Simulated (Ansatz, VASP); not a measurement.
## Two plane-wave programs on NbP

```xyz
4
Lattice="-1.8074 1.8074 5.2569 1.8074 -1.8074 5.2569 1.8074 1.8074 -5.2569" Properties=species:S:1:pos:R:3 pbc="T T T"
Nb    0.0000    0.0000    7.8857
Nb    0.0000    1.8074    0.0004
P     0.0000    0.0000    3.4968
P     1.8074    0.0000    0.8684
```

Change from the starting cell: strain +0.080 along x and y, -0.080 along z, atoms carried along.

Alike in both runs: task single point; functional PBE; k mesh 20 × 20 × 20; occupations gaussian, width 0.15 eV; no spin polarisation.

|  | VASP | Ansatz |
| --- | --- | --- |
| version | VASP 6.6.1 | Ansatz 0.2.0 |
| potentials or method | VASP PAW PBE potentials, release 64 (Nb_sv, P), cutoff 520 eV | scalar-relativistic, plane waves, PAW |
| valence electrons in the cell | 36 | 36 |

|  | VASP | Ansatz | Ansatz less VASP |
| --- | --- | --- | --- |
| gap on the k mesh at the Fermi level (eV) | none | none | - |
| pressure (GPa) | -11.6 | -11.3 | +0.28 |
| traceless stress, the component that is largest in VASP (GPa) | 19.78 | 19.77 | -0.006 |
| rms of the force components (eV/Å) | 0.282 | 0.286 | +0.0047 |

Atom by atom the forces differ by 0.005 eV/Å (rms over components). A gap of «none» marks a metal or a gap that the smearing closes. The functional is the same, so the differences come from potentials, cutoffs and numerics.
